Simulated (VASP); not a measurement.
Write the native input for VASP 6.6.1 that does the following.

```
Task                   : single point
Functional             : r2SCAN
Potentials or basis    : VASP PAW PBE potentials, release 64 (C)
Cutoff                 : 520 eV
k mesh                 : 8 × 8 × 8
Occupations            : gaussian, width 0.05 eV
Spin                   : no spin polarisation
Dipole correction      : no
Further INCAR settings : ALGO = Normal; EDIFF = 1e-06; NBANDS = 26
```

Crystal: C.

```xyz
8
Lattice="-2.4291 2.4473 2.4473 2.4291 -2.4109 2.4109 2.4291 2.4109 -2.4109" Properties=species:S:1:pos:R:3 pbc="T T T"
C    -0.7906    0.7965    0.7965
C     1.6385    1.6508    1.6508
C     0.7906   -0.7846    0.7846
C     0.7906    0.7846   -0.7846
C     1.6385   -1.6263    1.6263
C     0.7906    0.7965    0.7965
C    -1.6385    1.6508    1.6508
C     1.6385    1.6263   -1.6263
```

This cell differs from its parent crystal: strain +0.0150 x Voigt [0, 0, 0, 1, 0, 0].

The input as run:

POSCAR

```
C
1.0
   -2.4291088834      2.4473272000      2.4473272000
    2.4291088834     -2.4108905668      2.4108905668
    2.4291088834      2.4108905668     -2.4108905668
C
8
Direct
    0.3254551632      0.0000000000      0.0000000000
    0.6745448368      0.6745448368      0.6745448368
    0.0000000000      0.3254551632      0.0000000000
    0.0000000000      0.0000000000      0.3254551632
    0.0000000000      0.6745448368      0.0000000000
    0.3254551632      0.3254551632      0.3254551632
    0.6745448368      0.0000000000      0.0000000000
    0.0000000000      0.0000000000      0.6745448368
```

INCAR.step1

```
  PREC = Accurate
  ENCUT = 520
  ISMEAR = 0
  SIGMA = 0.05
  LREAL = F
  LASPH = T
  NELM = 60
  NBANDS = 26
  GGA = PE
  ALGO = Normal
  EDIFF = 1E-4
  LWAVE = T
  LCHARG = F
```

INCAR.step2

```
  PREC = Accurate
  ENCUT = 520
  EDIFF = 1E-6
  ISMEAR = 0
  SIGMA = 0.05
  LREAL = F
  LASPH = T
  NELM = 60
  ALGO = Normal
  ISIF = 2
  LWAVE = F
  LCHARG = F
  METAGGA = R2SCAN
  LMIXTAU = T
  NBANDS = 26
  ISTART = 1
```

KPOINTS

```
Automatic mesh
0
Gamma
  8 8 8
```

Potentials or basis: VASP PAW PBE potentials, release 64 (C).

Launch:

```bash
$ cat potpaw_PBE.64/C/POTCAR > POTCAR
$ cp INCAR.step1 INCAR
$ mpirun -np 1 vasp_std > vasp.out
$ cp INCAR.step2 INCAR
$ mpirun -np 1 vasp_std > vasp.out
```

It gave:

```yaml
Pressure: 0.9 GPa
Largest_force: 0.068 eV/Å
Band_gap_on_the_k_mesh: 3.04 eV (least direct gap 4.03 eV)
```

Caveat: the cell differs from its parent crystal (strain +0.0150 x Voigt [0, 0, 0, 1, 0, 0]); the PAW data sets were made with another functional, which shifts forces and pressure a little.

It took 9.1 min on 1 thread of Intel Xeon 8259CL, with other jobs on the host, peak memory 0.24 GiB.
